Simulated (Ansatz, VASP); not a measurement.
**One calculation of Sn3Se2, two programs**

```xyz
10
Lattice="4.2821 0.0000 0.0000 0.0000 4.2821 0.0000 0.0000 0.0000 15.5644" Properties=species:S:1:pos:R:3 pbc="T T T"
Sn    0.0000    2.1410    6.1327
Sn    0.0000    2.1410   12.3476
Sn    2.1410    0.0000    9.4317
Sn    2.1410    0.0000    3.2168
Sn    2.1410    2.1410    0.0000
Sn    0.0000    0.0000    0.0000
Se    0.0000    2.1410    9.5126
Se    0.0000    2.1410    3.3251
Se    2.1410    0.0000    6.0517
Se    2.1410    0.0000   12.2393
```

Alike in both runs: functional PBE; k mesh 8 × 8 × 4; occupations gaussian, width 0.1 eV; no spin polarisation.

Ansatz relaxed the structure, and its values are those at the end. VASP's run is a single point on that final structure, the one shown.

|  | VASP | Ansatz |
| --- | --- | --- |
| version | VASP 6.6.1 | Ansatz 0.2.0 |
| potentials or method | VASP PAW PBE potentials, release 64 (Sn_d, Se), cutoff 520 eV | scalar-relativistic, plane waves, PAW |
| valence electrons in the cell | 108 | 148 |

Ansatz gave:

```
gap on the k mesh at the Fermi level (eV) : none
pressure (GPa)                            : 0.0
rms of the force components (eV/Å)        : 0.002
```

Task: What did VASP give for the same quantities?

Result: gap on the k mesh at the Fermi level (eV): none; pressure (GPa): 0.0; rms of the force components (eV/Å): 0.006.

A gap of «none» marks a metal or a gap that the smearing closes. With one functional, cell and mesh, what is left measures potentials, basis and numerics. VASP's potentials hold 108 valence electrons a cell and Ansatz's 148, so a difference there can come from the potentials and not from the codes.
